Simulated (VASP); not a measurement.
# HfB (Fm-3m) in VASP: notebook, part 2 of 2

VASP 6.6.1. Earlier steps stand in the parts before.

## (3) Single point, PBEsol (volume scaled by 0.94)

The input, INCAR:

```
SYSTEM = HfB
ALGO = Normal ; EDIFF = 1E-7
ENCUT = 520 ; GGA = PS
ISIF = 2 ; ISMEAR = -1
LASPH = .True. ; LCHARG = .False.
LREAL = .False. ; LWAVE = .False.
NBANDS = 14 ; NELM = 60
PREC = Accurate ; SIGMA = 0.05
```

The input, KPOINTS:

```
k-points
0
Gamma
  10 10 10
  0 0 0
```

The input, POSCAR:

```
HfB
1.0
    0.0000000000      2.2628439111      2.2628439111
    2.2628439111      0.0000000000      2.2628439111
    2.2628439111      2.2628439111      0.0000000000
Hf B
1 1
Direct
    0.5000000000      0.5000000000      0.5000000000
    0.0000000000      0.0000000000      0.0000000000
```

Potentials or basis: VASP PAW PBE potentials, release 64 (Hf_pv, B).

Command:

```sh
cat potpaw_PBE.64/Hf_pv/POTCAR potpaw_PBE.64/B/POTCAR > POTCAR
mpirun -np 1 vasp_std > vasp.out
```

OUTCAR:

```text
SYSTEM = HfB
   EDIFF = 1E-7
   ENCUT = 520
   GGA = PS
   ISIF = 2
   ISMEAR = -1
   LASPH = .True.
   LREAL = .False.
   NELM = 60
   PREC = Accurate

 ion  position               nearest neighbor table
   1  0.500  0.500  0.500-   2 2.26   2 2.26   2 2.26   2 2.26   2 2.26   2 2.26
   2  0.000  0.000  0.000-   1 2.26   1 2.26   1 2.26   1 2.26   1 2.26   1 2.26

  LATTYP: Found a face centered cubic cell.
 ALAT       =     4.5256878222

  Lattice vectors:

 A1 = (   0.0000000000,   2.2628439111,   2.2628439111)
 A2 = (   2.2628439111,   0.0000000000,   2.2628439111)
 A3 = (   2.2628439111,   2.2628439111,   0.0000000000)

Analysis of symmetry for initial positions (statically):
=====================================================================
 Subroutine PRICEL returns:
 Original cell was already a primitive cell.

 Routine SETGRP: Setting up the symmetry group for a
 face centered cubic supercell.

 Subroutine GETGRP returns: Found 48 space group operations
 (whereof 48 operations were pure point group operations)
 out of a pool of 48 trial point group operations.

The static configuration has the point symmetry O_h .

Analysis of symmetry for dynamics (positions and initial velocities):
=====================================================================
 Subroutine PRICEL returns:
 Original cell was already a primitive cell.

 Routine SETGRP: Setting up the symmetry group for a
 face centered cubic supercell.

 Subroutine GETGRP returns: Found 48 space group operations
 (whereof 48 operations were pure point group operations)
 out of a pool of 48 trial point group operations.

The dynamic configuration has the point symmetry O_h .

 Subroutine INISYM returns: Found 48 space group operations
 (whereof 48 operations are pure point group operations),
 and found     1 'primitive' translations

----------------------------------------------------------------------------------------
[... 116 lines left out ...]
  Thomas-Fermi vector in A             =   2.477705
   LORBIT       =      0    0 simple, 1 ext, 2 COOP (PROOUT), +10 PAW based schemes
   GGA     = PS    functional components
   LHFCALC =     F    Hartree Fock is set to
   AEXX    =    0.0000 exact exchange contribution
   IVDW    =     0    specifies the selected vdW correction
   LEPSILON=     F    determine dielectric tensor
   LRPA    =     F    only Hartree local field effects (RPA)
 non-spin polarized calculation
  energy-cutoff  :      520.00
  volume of cell :       23.17
 maximum number of plane-waves:       636
   NGX = 11   NGY = 11   NGZ = 11

 number of electron      13.0000000 magnetization

 Free energy of the ion-electron system (eV)
  ---------------------------------------------------
  ext. energy  EPLUGINS =         0.00000000
  ---------------------------------------------------
  free energy    TOTEN  =       -17.89853331 eV

  energy without entropy =      -17.89077250  energy(sigma->0) =      -17.89465291

 E-fermi :   5.3829     XC(G=0): -12.7010

 val. band max:        5.3133928228   @ k =  -0.2000   0.1000   0.0000
 cond. band min:       5.4258261481   @ k =   0.5000   0.3000   0.1000
 fundamental gap:      0.1124333253
 Fermi energy:         5.3828781402

 k-point     1 :       0.0000    0.0000    0.0000
  band No.  band energies     occupation
      1     -22.5168      2.00000
      2     -22.5168      2.00000
      3     -22.5168      2.00000
      4      -4.3541      2.00000
      5       7.6111      0.00000
      6       7.6111      0.00000
      7       7.6111      0.00000
      8       9.5771      0.00000
      9       9.5771      0.00000
     10       9.5771      0.00000
     11       9.8371      0.00000
     12       9.8371      0.00000
     13      17.3045      0.00000
     14      19.4106      0.00000
[... 377 lines left out ...]
      1     -23.2048      2.00000
      2     -22.7950      2.00000
      3     -22.7657      2.00000
      4      -1.2677      2.00000
      5       3.2527      2.00000
      6       4.4799      2.00000
      7       6.8793      0.00000
      8       7.7403      0.00000
      9      12.1574      0.00000
     10      13.9187      0.00000
     11      14.2053      0.00000
     12      18.8210      0.00000
     13      19.2506      0.00000
     14      21.0229      0.00000

 [... further k-points ...]
[... 5 lines left out ...]
  --------------------------------------------------------------------------------------
  -------------------------------------------------------------------------------------
  Total        6.2194310      6.2194310      6.2194310      0.0000000     -0.0000000      0.0000000
  in kB      429.9990022    429.9990022    429.9990022      0.0000000     -0.0000000      0.0000000
  external PRESSURE =     429.9990022 kB  Pullay stress =       0.0000000 kB

 VOLUME and BASIS-vectors are now :
 -----------------------------------------------------------------------------
  energy-cutoff  :      520.00
  volume of cell :       23.17
      direct lattice vectors                 reciprocal lattice vectors
     0.000000000  2.262843911  2.262843911    -0.220960888  0.220960888  0.220960888
     2.262843911  0.000000000  2.262843911     0.220960888 -0.220960888  0.220960888
     2.262843911  2.262843911  0.000000000     0.220960888  0.220960888 -0.220960888

 POSITION                                       TOTAL-FORCE (eV/Angst)
 -----------------------------------------------------------------------------------
      2.26284      2.26284      2.26284        -0.000000     -0.000000      0.000000
      0.00000      0.00000      0.00000         0.000000      0.000000     -0.000000
 -----------------------------------------------------------------------------------
    total drift:                               -0.000000     -0.000000      0.000000

  FREE ENERGIE OF THE ION-ELECTRON SYSTEM (eV)
  ---------------------------------------------------
  free  energy   TOTEN  =       -17.8985333130 eV

  energy  without entropy=      -17.8907725043  energy(sigma->0) =      -17.89465291
```

OSZICAR:

```text
N       E                     dE             d eps       ncg     rms          rms(c)
DAV:   1     0.209207468684E+02    0.20921E+02   -0.70601E+03  1324   0.885E+02
DAV:   2    -0.184171222592E+02   -0.39338E+02   -0.37378E+02  1600   0.194E+02
DAV:   3    -0.193808383384E+02   -0.96372E+00   -0.95778E+00  1688   0.206E+01
DAV:   4    -0.193838995588E+02   -0.30612E-02   -0.30610E-02  1430   0.143E+00
DAV:   5    -0.193839131773E+02   -0.13618E-04   -0.13618E-04  1732   0.857E-02    0.739E+01
DAV:   6    -0.179677653911E+02    0.14161E+01   -0.20897E+00  1586   0.923E+00    0.461E+01
DAV:   7    -0.179431996991E+02    0.24566E-01   -0.10151E+00  1754   0.589E+00    0.782E+00
DAV:   8    -0.178981570926E+02    0.45043E-01   -0.13034E-01  1496   0.228E+00    0.737E-01
DAV:   9    -0.178985570821E+02   -0.39999E-03   -0.55700E-03  1694   0.546E-01    0.142E-01
DAV:  10    -0.178985356389E+02    0.21443E-04   -0.13000E-04  1484   0.761E-02    0.942E-02
DAV:  11    -0.178985333844E+02    0.22545E-05   -0.15537E-05  1604   0.257E-02    0.793E-03
DAV:  12    -0.178985333130E+02    0.71380E-07   -0.38165E-07  1628   0.503E-03
   1 F= -.17898533E+02 E0= -.17894653E+02  d E =-.776081E-02
```

It took 10 s on 1 thread of Intel Xeon Platinum 8259CL at 2.50GHz (Skylake/Cascade Lake), shared host; peak memory 0.14 GiB.

Results:

* Free energy: -17.8985 eV
* Pressure: 43.0 GPa

Caveat: the PAW data sets were made with another functional, which shifts forces and pressure a little; spin-orbit coupling is left out, which moves the levels of the heavy elements.

## (4) Single point, PBEsol (volume scaled by 0.96)

The input, INCAR:

```
SYSTEM = HfB
ALGO = Normal
EDIFF = 1E-6
ENCUT = 520
GGA = PS
ISIF = 2
ISMEAR = -1
LASPH = .TRUE.
LCHARG = .FALSE.
LREAL = .FALSE.
LWAVE = .FALSE.
NBANDS = 14
NELM = 80
PREC = Accurate
SIGMA = 0.05
```

The input, KPOINTS:

```
k-points
0
G
  10 10 10
  0 0 0
```

The input, POSCAR:

```
HfB
1.0
    0.0000000000      2.2787799567      2.2787799567
    2.2787799567      0.0000000000      2.2787799567
    2.2787799567      2.2787799567      0.0000000000
Hf B
1 1
Direct
    0.5000000000      0.5000000000      0.5000000000
    0.0000000000      0.0000000000      0.0000000000
```

Command:

```sh
cat potpaw_PBE.64/Hf_pv/POTCAR potpaw_PBE.64/B/POTCAR > POTCAR
mpirun -np 1 vasp_std > vasp.out
```

It took 9.1 s on 1 thread of Intel Xeon Platinum 8259CL at 2.50GHz (Skylake/Cascade Lake), shared host; peak memory 0.14 GiB.

It converged, with:

* Free energy: -18.0204 eV
* Pressure: 36.2 GPa

Levels at points of the mesh, in eV from the Fermi level:
```csv
k point,band 5,band 6,band 7,band 8,band 9,band 10
"(0.00, 0.00, 0.00)",2.21,2.21,2.21,4.13,4.13,4.13
"(0.50, 0.00, 0.00)",-3.81,-1.44,-1.44,6.81,6.81,7.94
"(0.50, 0.50, 0.00)",-1.24,-0.73,2.57,2.57,6.53,8.27
```

Caveat: the PAW data sets were made with another functional, which shifts forces and pressure a little; spin-orbit coupling is left out, which moves the levels of the heavy elements.

## (5) Single point, PBEsol (volume scaled by 0.98)

The input, INCAR:

```
SYSTEM = HfB
PREC = Accurate ; ENCUT = 520
EDIFF = 1E-6 ; ISMEAR = -1
SIGMA = 0.05 ; LREAL = .FALSE.
LASPH = .TRUE. ; NELM = 60
ALGO = Normal ; ISIF = 2
LWAVE = .FALSE. ; LCHARG = .TRUE.
GGA = PS ; LELF = .TRUE.
LVHAR = .TRUE. ; NBANDS = 14
```

The input, KPOINTS:

```
regular mesh
0
G
  10 10 10
  0 0 0
```

The input, POSCAR:

```
HfB
1.0
    0.0000000000      2.2944961772      2.2944961772
    2.2944961772      0.0000000000      2.2944961772
    2.2944961772      2.2944961772      0.0000000000
Hf B
1 1
Direct
    0.5000000000      0.5000000000      0.5000000000
    0.0000000000      0.0000000000      0.0000000000
```

Command:

```sh
cat potpaw_PBE.64/Hf_pv/POTCAR potpaw_PBE.64/B/POTCAR > POTCAR
mpirun -np 1 vasp_std > vasp.out
```

Run time: 9.4 s. Hardware: 1 thread of Intel Xeon Platinum 8259CL at 2.50GHz (Skylake/Cascade Lake), shared host; peak memory 0.14 GiB.

It converged, with:

```yaml
Free_energy: -18.1223 eV
Pressure: 30.0 GPa
```

Levels at points of the mesh, in eV from the Fermi level:
| k point | band 5 | band 6 | band 7 | band 8 | band 9 | band 10 |
| --- | --- | --- | --- | --- | --- | --- |
| (0.00, 0.00, 0.00) | 2.20 | 2.20 | 2.20 | 4.07 | 4.07 | 4.07 |
| (0.50, 0.00, 0.00) | -3.89 | -1.40 | -1.40 | 6.67 | 6.67 | 7.76 |
| (0.50, 0.50, 0.00) | -1.18 | -0.80 | 2.49 | 2.49 | 6.39 | 8.08 |

Caveat: the PAW data sets were made with another functional, which shifts forces and pressure a little; spin-orbit coupling is left out, which moves the levels of the heavy elements.

## (6) Overview

| cell | gap on the mesh (eV) | pressure (GPa) |
| --- | --- | --- |
| a = 3.267 Å, angles 60.0°, 2 atoms | none | 24.3 |
| a = 3.200 Å, angles 60.0°, 2 atoms | none | 43.0 |
| a = 3.223 Å, angles 60.0°, 2 atoms | none | 36.2 |
| a = 3.245 Å, angles 60.0°, 2 atoms | none | 30.0 |

Alike in all rows: task single point; level PBEsol; potentials or basis VASP PAW PBE potentials, release 64 (Hf_pv, B); no spin polarisation; k mesh 10 × 10 × 10; cutoff (eV) 520; smearing fermi-dirac 0.05 eV.

Caveats: the PAW data sets were made with another functional, which shifts forces and pressure a little; spin-orbit coupling is left out, which moves the levels of the heavy elements.

Total energies depend on the potentials used, so only differences within one code and one set of settings carry meaning.
